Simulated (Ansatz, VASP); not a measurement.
B in VASP and in Ansatz

Contents of INCAR:

```
SYSTEM = B
ALGO     = Normal         ! electronic algorithm
EDIFF    = 1E-6           ! SCF threshold, eV
ENCUT    = 520            ! plane-wave cutoff, eV
GGA      = PE             ! functional
ISIF     = 2              ! what is computed and relaxed
ISMEAR   = -1             ! smearing method
LASPH    = .TRUE.         ! aspherical terms in the spheres
LCHARG   = .TRUE.         ! write CHGCAR
LELF     = .TRUE.         ! ELF
LREAL    = .FALSE.        ! projectors in reciprocal space
LVHAR    = .TRUE.       
LWAVE    = .FALSE.        ! write WAVECAR
NBANDS   = 8              ! bands
NELM     = 60             ! most SCF steps
PREC     = Accurate       ! precision mode
SIGMA    = 0.08           ! smearing width, eV
```

The input KPOINTS:

```
k-points
0
G
  18 18 18
  0 0 0
```

Contents of POSCAR:

```
B
1.0
   -1.1689838176      1.1689838176      1.1689838176
    1.1689838176     -1.1689838176      1.1689838176
    1.1689838176      1.1689838176     -1.1689838176
B
1
Direct
    0.0000000000      0.0000000000      0.0000000000
```

Input for Ansatz:

```yaml
crystal:
  lattice:
    - [-1.1689838176, 1.1689838176, 1.1689838176]
    - [1.1689838176, -1.1689838176, 1.1689838176]
    - [1.1689838176, 1.1689838176, -1.1689838176]
  atoms:
    - { symbol: B, position: [0.0, 0.0, 0.0] }
kpoints:
  mp_grid: { grid: [18, 18, 18] }
scf:
  occupations: { method: fermi_dirac, width: 0.08 }
hamiltonian:
  xc: pbe
  pseudopotentials: { kind: all_electron, lapw: { basis_error: 0.00025 } }
output:
  forces: true
  stress: true
  eigenvalues: true
```

Change from the starting cell: volume scaled by 1.04.

Alike in both runs: task single point; functional PBE; k mesh 18 × 18 × 18; occupations fermi-dirac, width 0.08 eV; no spin polarisation.

```csv
,VASP,Ansatz
version,VASP 6.6.1,Ansatz 0.2.0
potentials or method,"VASP PAW PBE potentials, release 64 (B), cutoff 520 eV","all-electron LAPW, scalar-relativistic"
```

```tsv
	VASP	Ansatz	Ansatz less VASP
pressure (GPa)	-8.3	-8.2	+0.04
```

Ansatz ran all-electron here, and VASP with PAW potentials.
